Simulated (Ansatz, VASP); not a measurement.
SnSe2 in VASP and in Ansatz

```
Sn Se
1.0
     3.79480    0.00000    0.00000
    -1.89740    3.28639    0.00000
     0.00000    0.00000   12.34042
Sn Se
1 2
Direct
  0.00000 0.00000 0.00000
  0.33333 0.66667 0.13980
  0.33333 0.66667 0.86020
```

Alike in both runs: functional PBE; k mesh 15 × 15 × 4; occupations gaussian, width 0.1 eV; no spin polarisation.

Ansatz relaxed the structure, and its values are those at the end. VASP's run is a single point on that final structure, the one shown.

```csv
,VASP,Ansatz
version,VASP 6.6.1,Ansatz 0.2.0
potentials or method,"VASP PAW PBE potentials, release 64 (Sn_d, Se), cutoff 520 eV","scalar-relativistic, plane waves, PAW"
valence electrons in the cell,26,46
```

```csv
,VASP,Ansatz,Ansatz less VASP
gap on the k mesh at the Fermi level (eV),0.05,0.05,+0.002
least direct gap on the mesh (eV),0.49,0.50,+0.006
rms of the force components (eV/Å),0.007,0.000,-0.0066
```

VASP's potentials hold 26 valence electrons a cell and Ansatz's 46, so a difference there can come from the potentials and not from the codes.
